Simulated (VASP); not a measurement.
# RbBr (F-43m) in VASP: settings compared, part 2 of 2

VASP 6.6.1. The steps go on from the part before.

### Step 4. Single point, LDA

INCAR reads:

```
SYSTEM = RbBr
  PREC = Accurate
  ENCUT = 520
  EDIFF = 1E-7
  ISMEAR = 0
  SIGMA = 0.01
  LREAL = .False.
  LASPH = .True.
  NELM = 80
  ALGO = Normal
  ISIF = 2
  LWAVE = .False.
  LCHARG = .False.
  GGA = CA
  NBANDS = 15
```

KPOINTS reads:

```
Automatic mesh
0
Gamma
  4 4 4
  0 0 0
```

POSCAR reads:

```
RbBr
1.0
    0.0000000000      3.8694967111      3.8694967111
    3.8694967111      0.0000000000      3.8694967111
    3.8694967111      3.8694967111      0.0000000000
Rb Br
1 1
Direct
    0.0000000000      0.0000000000      0.0000000000
    0.2500000000      0.2500000000      0.2500000000
```

Potentials or basis: VASP PAW LDA potentials, release 64 (Rb_sv, Br).

Launch:

```bash
$ cat potpaw_LDA.64/Rb_sv/POTCAR potpaw_LDA.64/Br/POTCAR > POTCAR
$ mpirun -np 1 vasp_std > vasp.out
```

OUTCAR:

```text
SYSTEM = RbBr
   PREC = Accurate
   ENCUT = 520
   EDIFF = 1E-7
   ISMEAR = 0
   LREAL = .False.
   LASPH = .True.
   NELM = 80
   ISIF = 2
   GGA = CA

 ion  position               nearest neighbor table
   1  0.000  0.000  0.000-   2 3.35   2 3.35   2 3.35   2 3.35
   2  0.250  0.250  0.250-   1 3.35   1 3.35   1 3.35   1 3.35

  LATTYP: Found a face centered cubic cell.
 ALAT       =     7.7389934222

  Lattice vectors:

 A1 = (   0.0000000000,   3.8694967111,   3.8694967111)
 A2 = (   3.8694967111,   0.0000000000,   3.8694967111)
 A3 = (   3.8694967111,   3.8694967111,   0.0000000000)

Analysis of symmetry for initial positions (statically):
=====================================================================
 Subroutine PRICEL returns:
 Original cell was already a primitive cell.

 Routine SETGRP: Setting up the symmetry group for a
 face centered cubic supercell.

 Subroutine GETGRP returns: Found 24 space group operations
 (whereof 24 operations were pure point group operations)
 out of a pool of 48 trial point group operations.

The static configuration has the point symmetry T_d .

Analysis of symmetry for dynamics (positions and initial velocities):
=====================================================================
 Subroutine PRICEL returns:
 Original cell was already a primitive cell.

 Routine SETGRP: Setting up the symmetry group for a
 face centered cubic supercell.

 Subroutine GETGRP returns: Found 24 space group operations
 (whereof 24 operations were pure point group operations)
 out of a pool of 48 trial point group operations.

The dynamic configuration has the point symmetry T_d .

 Subroutine INISYM returns: Found 24 space group operations
 (whereof 24 operations are pure point group operations),
 and found     1 'primitive' translations

----------------------------------------------------------------------------------------

                                     Primitive cell

  volume of cell :     115.8760

  direct lattice vectors                    reciprocal lattice vectors
     0.000000000  3.869496711  3.869496711    -0.129215771  0.129215771  0.129215771
     3.869496711  0.000000000  3.869496711     0.129215771 -0.129215771  0.129215771
     3.869496711  3.869496711  0.000000000     0.129215771  0.129215771 -0.129215771

  length of vectors
     5.472294728  5.472294728  5.472294728     0.223808280  0.223808280  0.223808280

  position of ions in fractional coordinates (direct lattice)
     0.000000000  0.000000000  0.000000000
     0.250000000  0.250000000  0.250000000

  ion indices of the primitive-cell ions
   primitive index   ion index
                 1           1
                 2           2

----------------------------------------------------------------------------------------

 KPOINTS: Automatic mesh

Automatic generation of k-mesh.
 Grid dimensions read from file:
 generate k-points for:    4    4    4

 Generating k-lattice:

  Cartesian coordinates                     Fractional coordinates (reciprocal lattice)
    -0.032303943  0.032303943  0.032303943     0.250000000  0.000000000  0.000000000
     0.032303943 -0.032303943  0.032303943     0.000000000  0.250000000  0.000000000
[... 24 lines left out ...]
   number of dos      NEDOS =    301   number of ions     NIONS =      2
   total plane-waves  NPLWV =  74088
   dimension x,y,z NGX =    42 NGY =   42 NGZ =   42
   dimension x,y,z NGXF=    84 NGYF=   84 NGZF=   84
   ions per type =               1   1
   NGX,Y,Z   is equivalent  to a cutoff of  12.76, 12.76, 12.76 a.u.
   NGXF,Y,Z  is equivalent  to a cutoff of  25.52, 25.52, 25.52 a.u.
 SYSTEM =  RbBr
   PREC   = accura    normal or accurate (medium, high low for compatibility)
   ISTART =      0    job   : 0-new  1-cont  2-samecut
   ICHARG =      2    charge: 1-file 2-atom 10-const
   ISPIN  =      1    spin polarized calculation?
   LNONCOLLINEAR =      F non collinear calculations
   LSORBIT =      F    spin-orbit coupling
   LASPH  =      T    aspherical Exc in radial PAW
   ENCUT  =  520.0 eV  38.22 Ry    6.18 a.u.  10.17 10.17 10.17*2*pi/ulx,y,z
   NELM   =     80;   NELMIN=  2; NELMDL= -5     # of ELM steps
   EDIFF  = 0.1E-06   stopping-criterion for ELM
   LREAL  =      F    real-space projection
   EDIFFG = 0.1E-05   stopping-criterion for IOM
   NSW    =      0    number of steps for IOM
   IBRION =     -1    ionic relax: 0-MD 1-quasi-New 2-CG
   NFREE  =      0    steps in history (QN), initial steepest desc. (CG)
   ISIF   =      2    stress and relaxation
   ISYM   =      2    0-nonsym 1-usesym 2-fastsym
   POTIM  = 0.5000    time-step for ionic-motion
   TEBEG  =    0.0;   TEEND  =   0.0 temperature during run
   PSTRESS=    0.0 pullay stress
   NELECT =      16.0000    total number of electrons
   NUPDOWN=      -1.0000    fix difference up-down
   EMIN   =  10.00;   EMAX   =-10.00  energy-range for DOS
   EFERMI =   0.00;   METHOD = LEGACY
   ISMEAR =     0;   SIGMA  =   0.01  broadening in eV -4-tet -1-fermi 0-gaus
   EFERMI_NEDOS =   21; number of points for ismear=-14 and -15
   IALGO  =     38    algorithm
   IMIX   =      4    mixing-type and parameters
     AMIX     =   0.40;   BMIX     =  1.00
     AMIX_MAG =   1.60;   BMIX_MAG =  1.00
  volume/ion in A,a.u.               =      57.94       390.98
  Fermi-wavevector in a.u.,A,eV,Ry     =   0.846156  1.599003  9.741495  0.715980
  Thomas-Fermi vector in A             =   1.961458
   LORBIT       =      0    0 simple, 1 ext, 2 COOP (PROOUT), +10 PAW based schemes
   GGA     = CA    functional components
   LHFCALC =     F    Hartree Fock is set to
   AEXX    =    0.0000 exact exchange contribution
   IVDW    =     0    specifies the selected vdW correction
   LEPSILON=     F    determine dielectric tensor
   LRPA    =     F    only Hartree local field effects (RPA)
 non-spin polarized calculation
 Gauss-broadening in eV      SIGMA  =   0.01
  energy-cutoff  :      520.00
  volume of cell :      115.88
 maximum number of plane-waves:      3142
 NGX is ok and might be reduce to    42
   NGX = 21   NGY = 21   NGZ = 21

 number of electron      15.9999998 magnetization

 Free energy of the ion-electron system (eV)
  ---------------------------------------------------
  ext. energy  EPLUGINS =         0.00000000
  ---------------------------------------------------
  free energy    TOTEN  =        -6.35327950 eV

  energy without entropy =       -6.35327950  energy(sigma->0) =       -6.35327950

 E-fermi :  -3.2007     XC(G=0):  -6.1656

 val. band max:       -3.2911032756   @ k =   0.5000   0.5000   0.0000
 cond. band min:       0.5252188893   @ k =   0.0000   0.0000   0.0000
 fundamental gap:      3.8163221649
 Fermi energy:        -3.2007434030

 k-point     1 :       0.0000    0.0000    0.0000
  band No.  band energies     occupation
      1     -27.7499      2.00000
      2     -15.1800      2.00000
      3     -11.9220      2.00000
      4     -11.9220      2.00000
      5     -11.9220      2.00000
      6      -3.3842      2.00000
      7      -3.3842      2.00000
      8      -3.3842      2.00000
      9       0.5252      0.00000
     10       4.6914      0.00000
     11       4.6914      0.00000
     12       5.6604      0.00000
     13       5.6604      0.00000
     14       5.6604      0.00000
[... 113 lines left out ...]
      2     -15.2379      2.00000
      3     -11.9658      2.00000
      4     -11.9538      2.00000
      5     -11.8192      2.00000
      6      -3.5664      2.00000
      7      -3.4430      2.00000
      8      -3.2923      2.00000
      9       2.5622      0.00000
     10       3.2163      0.00000
     11       4.8248      0.00000
     12       4.9959      0.00000
     13       5.2913      0.00000
     14       5.5929      0.00000
     15       6.5762      0.00000

------------------------ aborting loop because EDIFF is reached ----------------------------------------

  FORCE on cell =-STRESS in cart. coord.  units (eV):
  Direction    XX          YY          ZZ          XY          YZ          ZX
  --------------------------------------------------------------------------------------
  -------------------------------------------------------------------------------------
  Total       -0.6709773     -0.6709773     -0.6709773      0.0000000      0.0000000      0.0000000
  in kB       -9.2773714     -9.2773714     -9.2773714      0.0000000      0.0000000      0.0000000
  external PRESSURE =      -9.2773714 kB  Pullay stress =       0.0000000 kB

 VOLUME and BASIS-vectors are now :
 -----------------------------------------------------------------------------
  energy-cutoff  :      520.00
  volume of cell :      115.88
      direct lattice vectors                 reciprocal lattice vectors
     0.000000000  3.869496711  3.869496711    -0.129215771  0.129215771  0.129215771
     3.869496711  0.000000000  3.869496711     0.129215771 -0.129215771  0.129215771
     3.869496711  3.869496711  0.000000000     0.129215771  0.129215771 -0.129215771

 POSITION                                       TOTAL-FORCE (eV/Angst)
 -----------------------------------------------------------------------------------
      0.00000      0.00000      0.00000        -0.000000     -0.000000     -0.000000
      1.93475      1.93475      1.93475         0.000000      0.000000      0.000000
 -----------------------------------------------------------------------------------
    total drift:                               -0.000000     -0.000000     -0.000000

  FREE ENERGIE OF THE ION-ELECTRON SYSTEM (eV)
  ---------------------------------------------------
  free  energy   TOTEN  =        -6.3532795022 eV

  energy  without entropy=       -6.3532795022  energy(sigma->0) =       -6.35327950
```

Wall time 11 s (1 thread of Intel Xeon Platinum 8488C (Sapphire Rapids), shared host); peak memory 0.21 GiB.

Results:

| Property | Result |
| --- | --- |
| Free energy | -6.3533 eV |
| Pressure | -0.9 GPa |
| Band gap on the k mesh | 3.82 eV, indirect (least direct gap 3.91 eV) |

A k mesh can miss the band edges. LDA gaps usually lie below the measured ones, often by a third to a half.
